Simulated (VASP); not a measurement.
Input of a VASP 6.6.1 run:

Contents of INCAR:

```
PREC = Accurate
ENCUT = 520
EDIFF = 1E-7
ISMEAR = -1
SIGMA = 0.1
LREAL = F
LASPH = T
NELM = 80
ALGO = Normal
ISIF = 2
LWAVE = F
LCHARG = T
LELF = T
LVHAR = T
NBANDS = 12
```

File KPOINTS:

```
Automatic mesh
0
Gamma
  16 16 16
```

Contents of POSCAR:

```
Nb
1.0
   -1.3995610426      1.3995610426      1.3995610426
    1.3995610426     -1.3995610426      1.3995610426
    1.3995610426      1.3995610426     -1.3995610426
Nb
1
Direct
    0.0000000000      0.0000000000      0.0000000000
```

Potentials or basis: VASP PAW LDA potentials, release 64 (Nb_sv).

Command:

```console
$ cat potpaw_LDA.64/Nb_sv/POTCAR > POTCAR
$ mpirun -np 1 vasp_std > vasp.out
```

**Question.** Predict the pressure.

**Answer.** 195.1 GPa.
